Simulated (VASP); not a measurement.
# SnO (P4/nmm) in VASP: electric field gradients with PBE+D3(BJ)

Aim: the electric field gradients of SnO with PBE+D3(BJ).

All numbers are computed with VASP 6.6.1; they aren't measurements. Logs are shortened: lines on timing, memory, paths and dates and some standing lists are left out, and cuts for length are marked.

### 1 The cell of the first run

It takes space group P4/nmm (No. 129, tetragonal). Conventional cell: a = 3.837 Å, b = 3.837 Å, c = 4.760 Å, α = 90.00°, β = 90.00°, γ = 90.00°. Sn (site symmetry 4mm) has 4 O at 2.24 Å within 3.0 Å. O (site symmetry -4m2) has 4 Sn at 2.24 Å and 4 O at 2.71 Å within 3.0 Å.

### 2 Electric field gradients, PBE+D3(BJ)

Input file INCAR:

```
SYSTEM = SnO
PREC = Accurate
ENCUT = 520
EDIFF = 1E-8
ISMEAR = 0
SIGMA = 0.05
LREAL = .False.
LASPH = .True.
NELM = 80
ALGO = Normal
ISIF = 2
LWAVE = .False.
LCHARG = .False.
GGA = PE
IVDW = 12
LEFG = .True.
NBANDS = 28
```

Input file KPOINTS:

```
Automatic mesh
0
Gamma
  10 10 8
  0 0 0
```

Input file POSCAR:

```
SnO
1.0
    3.8366801346      0.0000000000      0.0000000000
    0.0000000000      3.8366801346      0.0000000000
    0.0000000000      0.0000000000      4.7603642290
Sn O
2 2
Direct
    0.5000000000      0.0000000000      0.2434009502
    0.0000000000      0.5000000000      0.7565990498
    0.0000000000      0.0000000000      0.0000000000
    0.5000000000      0.5000000000      0.0000000000
```

Potentials or basis: VASP PAW PBE potentials, release 64 (Sn_d, O).

The run is started by

```sh
$ cat potpaw_PBE.64/Sn_d/POTCAR potpaw_PBE.64/O/POTCAR > POTCAR
$ mpirun -np 1 vasp_std > vasp.out
```

OUTCAR:

```text
SYSTEM = SnO
   PREC = Accurate
   ENCUT = 520
   EDIFF = 1E-8
   ISMEAR = 0
   LREAL = .False.
   LASPH = .True.
   NELM = 80
   ISIF = 2
   GGA = PE
   IVDW = 12
 IVDW          = 12

 ion  position               nearest neighbor table
   1  0.500  0.000  0.243-   3 2.24   4 2.24   4 2.24   3 2.24   2 3.57   2 3.57   2 3.57   2 3.57
                             2 3.65   2 3.65   2 3.65   2 3.65
   2  0.000  0.500  0.757-   3 2.24   4 2.24   3 2.24   4 2.24   1 3.57   1 3.57   1 3.57   1 3.57
                             1 3.65   1 3.65   1 3.65   1 3.65
   3  0.000  0.000  0.000-   1 2.24   2 2.24   2 2.24   1 2.24
   4  0.500  0.500  0.000-   1 2.24   2 2.24   1 2.24   2 2.24

  LATTYP: Found a simple tetragonal cell.
 ALAT       =     3.8366801346
 C/A-ratio  =     1.2407508737

  Lattice vectors:

 A1 = (   3.8366801346,   0.0000000000,   0.0000000000)
 A2 = (   0.0000000000,   3.8366801346,   0.0000000000)
 A3 = (   0.0000000000,   0.0000000000,   4.7603642290)

Analysis of symmetry for initial positions (statically):
=====================================================================
 Subroutine PRICEL returns:
 Original cell was already a primitive cell.

 Routine SETGRP: Setting up the symmetry group for a
 simple tetragonal supercell.

 Subroutine GETGRP returns: Found 16 space group operations
 (whereof  8 operations were pure point group operations)
 out of a pool of 16 trial point group operations.

The static configuration has the point symmetry D_2d.
 The point group associated with its full space group is D_4h.

Analysis of symmetry for dynamics (positions and initial velocities):
=====================================================================
 Subroutine PRICEL returns:
 Original cell was already a primitive cell.

 Routine SETGRP: Setting up the symmetry group for a
 simple tetragonal supercell.

 Subroutine GETGRP returns: Found 16 space group operations
 (whereof  8 operations were pure point group operations)
 out of a pool of 16 trial point group operations.

The dynamic configuration has the point symmetry D_2d.
 The point group associated with its full space group is D_4h.

 Subroutine INISYM returns: Found 16 space group operations
 (whereof  8 operations are pure point group operations),
 and found     1 'primitive' translations

----------------------------------------------------------------------------------------

                                     Primitive cell

  volume of cell :      70.0731

  direct lattice vectors                    reciprocal lattice vectors
     3.836680135  0.000000000  0.000000000     0.260642004  0.000000000  0.000000000
     0.000000000  3.836680135  0.000000000     0.000000000  0.260642004  0.000000000
     0.000000000  0.000000000  4.760364229     0.000000000  0.000000000  0.210067959

  length of vectors
     3.836680135  3.836680135  4.760364229     0.260642004  0.260642004  0.210067959

  position of ions in fractional coordinates (direct lattice)
     0.500000000  0.000000000  0.243400950
     0.000000000  0.500000000  0.756599050
     0.000000000  0.000000000  0.000000000
     0.500000000  0.500000000  0.000000000

  ion indices of the primitive-cell ions
   primitive index   ion index
                 1           1
                 2           2
                 3           3
                 4           4

----------------------------------------------------------------------------------------

 KPOINTS: Automatic mesh

Automatic generation of k-mesh.
 Grid dimensions read from file:
 generate k-points for:   10   10    8

 Generating k-lattice:

  Cartesian coordinates                     Fractional coordinates (reciprocal lattice)
     0.026064200  0.000000000  0.000000000     0.100000000  0.000000000  0.000000000
     0.000000000  0.026064200  0.000000000     0.000000000  0.100000000  0.000000000
     0.000000000  0.000000000  0.026258495     0.000000000  0.000000000  0.125000000

  Length of vectors
     0.026064200  0.026064200  0.026258495

  Shift w.r.t. Gamma in fractional coordinates (k-lattice)
     0.000000000  0.000000000  0.000000000

 Subroutine IBZKPT returns following result:
 ===========================================

 Found    105 irreducible k-points:

 Following reciprocal coordinates:
            Coordinates               Weight
  0.000000  0.000000  0.000000      1.000000
  0.100000  0.000000  0.000000      4.000000
  0.200000  0.000000  0.000000      4.000000
  0.300000  0.000000  0.000000      4.000000
  0.400000  0.000000  0.000000      4.000000
  0.500000  0.000000  0.000000      2.000000
[... 16 lines left out ...]
  0.100000  0.000000  0.125000      8.000000
  0.200000  0.000000  0.125000      8.000000
 [... further k-points ...]
   k-points           NKPTS =    105   k-points in BZ     NKDIM =    105   number of bands    NBANDS=     28
   number of dos      NEDOS =    301   number of ions     NIONS =      4
   total plane-waves  NPLWV =  32400
   dimension x,y,z NGX =    30 NGY =   30 NGZ =   36
   dimension x,y,z NGXF=    60 NGYF=   60 NGZF=   72
   ions per type =               2   2
   NGX,Y,Z   is equivalent  to a cutoff of  13.00, 13.00, 12.57 a.u.
   NGXF,Y,Z  is equivalent  to a cutoff of  26.00, 26.00, 25.14 a.u.
 SYSTEM =  SnO
   PREC   = accura    normal or accurate (medium, high low for compatibility)
   ISTART =      0    job   : 0-new  1-cont  2-samecut
   ICHARG =      2    charge: 1-file 2-atom 10-const
   ISPIN  =      1    spin polarized calculation?
   LNONCOLLINEAR =      F non collinear calculations
   LSORBIT =      F    spin-orbit coupling
   LASPH  =      T    aspherical Exc in radial PAW
   ENCUT  =  520.0 eV  38.22 Ry    6.18 a.u.   7.13  7.13  8.85*2*pi/ulx,y,z
   NELM   =     80;   NELMIN=  2; NELMDL= -5     # of ELM steps
   EDIFF  = 0.1E-07   stopping-criterion for ELM
   LREAL  =      F    real-space projection
   EDIFFG = 0.1E-06   stopping-criterion for IOM
   NSW    =      0    number of steps for IOM
   IBRION =     -1    ionic relax: 0-MD 1-quasi-New 2-CG
   NFREE  =      0    steps in history (QN), initial steepest desc. (CG)
   ISIF   =      2    stress and relaxation
   ISYM   =      2    0-nonsym 1-usesym 2-fastsym
   POTIM  = 0.5000    time-step for ionic-motion
   TEBEG  =    0.0;   TEEND  =   0.0 temperature during run
   PSTRESS=    0.0 pullay stress
   NELECT =      40.0000    total number of electrons
   NUPDOWN=      -1.0000    fix difference up-down
   EMIN   =  10.00;   EMAX   =-10.00  energy-range for DOS
   EFERMI =   0.00;   METHOD = LEGACY
   ISMEAR =     0;   SIGMA  =   0.05  broadening in eV -4-tet -1-fermi 0-gaus
   EFERMI_NEDOS =   21; number of points for ismear=-14 and -15
   IALGO  =     38    algorithm
   IMIX   =      4    mixing-type and parameters
     AMIX     =   0.40;   BMIX     =  1.00
     AMIX_MAG =   1.60;   BMIX_MAG =  1.00
  volume/ion in A,a.u.               =      17.52       118.22
  Fermi-wavevector in a.u.,A,eV,Ry     =   1.358035  2.566314 25.092677  1.844260
  Thomas-Fermi vector in A             =   2.484903
   LORBIT       =      0    0 simple, 1 ext, 2 COOP (PROOUT), +10 PAW based schemes
   GGA     = PE    functional components
   LHFCALC =     F    Hartree Fock is set to
   AEXX    =    0.0000 exact exchange contribution
   IVDW    =    12    specifies the selected vdW correction
   LEPSILON=     F    determine dielectric tensor
   LRPA    =     F    only Hartree local field effects (RPA)
 non-spin polarized calculation
 Gauss-broadening in eV      SIGMA  =   0.05
  energy-cutoff  :      520.00
  volume of cell :       70.07
 maximum number of plane-waves:      1912
 NGX is ok and might be reduce to    30
   NGX = 15   NGY = 15   NGZ = 17

 number of electron      40.0000014 magnetization

 Free energy of the ion-electron system (eV)
  ---------------------------------------------------
  ext. energy  EPLUGINS =         0.00000000
  ---------------------------------------------------
  free energy    TOTEN  =       -22.68933900 eV

  energy without entropy =      -22.68908520  energy(sigma->0) =      -22.68921210

 E-fermi :   7.1210     XC(G=0): -10.2768

 val. band max:        7.0955565553   @ k =   0.5000   0.5000   0.0000
 cond. band min:       7.3450933458   @ k =   0.5000   0.5000   0.1250
 fundamental gap:      0.2495367905
 Fermi energy:         7.1209506996

 k-point     1 :       0.0000    0.0000    0.0000
  band No.  band energies     occupation
      1     -14.8335      2.00000
      2     -14.4410      2.00000
      3     -14.4410      2.00000
      4     -14.4318      2.00000
      5     -14.4016      2.00000
      6     -14.3931      2.00000
[... 20 lines left out ...]
     27      13.7702      0.00000
     28      14.1792      0.00000

 k-point     2 :       0.1000    0.0000    0.0000
  band No.  band energies     occupation
      1     -14.8277      2.00000
      2     -14.4392      2.00000
      3     -14.4383      2.00000
      4     -14.4304      2.00000
      5     -14.4019      2.00000
      6     -14.3896      2.00000
[... 20 lines left out ...]
     27      13.9121      0.00000
     28      14.9530      0.00000

 k-point     3 :       0.2000    0.0000    0.0000
  band No.  band energies     occupation
      1     -14.8114      2.00000
      2     -14.4632      2.00000
      3     -14.4337      2.00000
      4     -14.4307      2.00000
      5     -14.4027      2.00000
      6     -14.4025      2.00000
[... 20 lines left out ...]
     27      14.0886      0.00000
     28      16.5114      0.00000

 k-point     4 :       0.3000    0.0000    0.0000
  band No.  band energies     occupation
      1     -14.7857      2.00000
      2     -14.5498      2.00000
      3     -14.4246      2.00000
      4     -14.4197      2.00000
      5     -14.4031      2.00000
      6     -14.3993      2.00000
[... 578 lines left out ...]
     27      13.7708      0.00000
     28      14.3056      0.00000

 k-point    23 :       0.1000    0.0000    0.1250
  band No.  band energies     occupation
      1     -14.8251      2.00000
      2     -14.4391      2.00000
      3     -14.4358      2.00000
      4     -14.4304      2.00000
      5     -14.3991      2.00000
      6     -14.3879      2.00000
[... 20 lines left out ...]
     27      13.9733      0.00000
     28      15.0284      0.00000

 k-point    24 :       0.2000    0.0000    0.1250
  band No.  band energies     occupation
      1     -14.8097      2.00000
      2     -14.4716      2.00000
      3     -14.4319      2.00000
      4     -14.4264      2.00000
      5     -14.4043      2.00000
      6     -14.3979      2.00000
[... 20 lines left out ...]
     27      14.2602      0.00000
     28      16.5022      0.00000

 [... further k-points ...]

------------------------ aborting loop because EDIFF is reached ----------------------------------------

 Edisp (eV)   -0.93929

 E8    (eV) :    -0.4076

  FORCE on cell =-STRESS in cart. coord.  units (eV):
  Direction    XX          YY          ZZ          XY          YZ          ZX
  --------------------------------------------------------------------------------------
  -------------------------------------------------------------------------------------
  Total       0.09177     0.09177     0.09629     0.00000    -0.00000     0.00000
  in kB       2.09819     2.09819     2.20160     0.00000    -0.00000     0.00000
  external pressure =        2.13 kB  Pullay stress =        0.00 kB

 VOLUME and BASIS-vectors are now :
 -----------------------------------------------------------------------------
  energy-cutoff  :      520.00
  volume of cell :       70.07
      direct lattice vectors                 reciprocal lattice vectors
     3.836680135  0.000000000  0.000000000     0.260642004  0.000000000  0.000000000
     0.000000000  3.836680135  0.000000000     0.000000000  0.260642004  0.000000000
     0.000000000  0.000000000  4.760364229     0.000000000  0.000000000  0.210067959

 POSITION                                       TOTAL-FORCE (eV/Angst)
 -----------------------------------------------------------------------------------
      1.91834      0.00000      1.15868         0.000000      0.000000      0.079797
      0.00000      1.91834      3.60169         0.000000      0.000000     -0.079797
      0.00000      0.00000      0.00000         0.000000     -0.000000     -0.000000
      1.91834      1.91834      0.00000         0.000000      0.000000     -0.000000
 -----------------------------------------------------------------------------------
    total drift:                                0.000000      0.000000     -0.000000

  FREE ENERGIE OF THE ION-ELECTRON SYSTEM (eV)
  ---------------------------------------------------
  free  energy   TOTEN  =       -23.6286318923 eV

  energy  without entropy=      -23.6283780896  energy(sigma->0) =      -23.62850499

 Electric field gradients (V/A^2)
---------------------------------------------------------------------
 ion       V_xx      V_yy      V_zz      V_xy      V_xz      V_yz
---------------------------------------------------------------------
   1      79.906    79.906  -159.812    -0.000    -0.000    -0.000
   2      79.906    79.906  -159.812    -0.000     0.000     0.000
   3      -0.353    -0.353     0.705     0.000     0.000     0.000
   4      -0.353    -0.353     0.705    -0.000    -0.000     0.000
---------------------------------------------------------------------

 Electric field gradients after diagonalization (V/A^2)
 (convention: |V_zz| > |V_xx| > |V_yy|)
----------------------------------------------------------------------
 ion       V_xx      V_yy      V_zz     asymmetry (V_yy - V_xx)/ V_zz
----------------------------------------------------------------------
   1      79.906    79.906  -159.812       0.000
   2      79.906    79.906  -159.812       0.000
   3      -0.353    -0.353     0.705       0.000
   4      -0.353    -0.353     0.705       0.000
----------------------------------------------------------------------

           NMR quadrupolar parameters

 Cq : quadrupolar parameter    Cq=e*Q*V_zz/h
 eta: asymmetry parameters     (V_yy - V_xx)/ V_zz
 Q  : nuclear electric quadrupole moment in mb (millibarn)
----------------------------------------------------------------------
 ion       Cq(MHz)       eta       Q (mb)
----------------------------------------------------------------------
   1      -0.386       0.000       1.000
   2      -0.386       0.000       1.000
   3       0.002       0.000       1.000
   4       0.002       0.000       1.000
----------------------------------------------------------------------
```

It took 6.2 min on 1 thread of Intel Xeon 8259CL, shared host; peak memory 0.3 GiB.

Results:

- Free energy: -23.6286 eV
- Pressure: 0.2 GPa
- Largest force: 0.080 eV/Å
- Largest electric field gradient by atom: Sn -159.8; O +0.7 V/Å²
- Dispersion energy per atom: -0.235 eV

Forces in eV/Å, atoms in the order of the input:
```
Sn   0.000  0.000  0.080
Sn   0.000  0.000 -0.080
O    0.000  0.000  0.000
O    0.000  0.000  0.000
```

Electric field gradients, principal values (V/Å²):
```
atom   least  middle  greatest (by size)
1 Sn  79.906  79.906            -159.812
2 Sn  79.906  79.906            -159.812
 3 O  -0.353  -0.353               0.705
 4 O  -0.353  -0.353               0.705
```

Caveat: without QUAD_EFG the Cq values of the log hold for a quadrupole moment of 1 mb, not for the nuclei; spin-orbit coupling is left out, which moves the levels of the heavy elements.
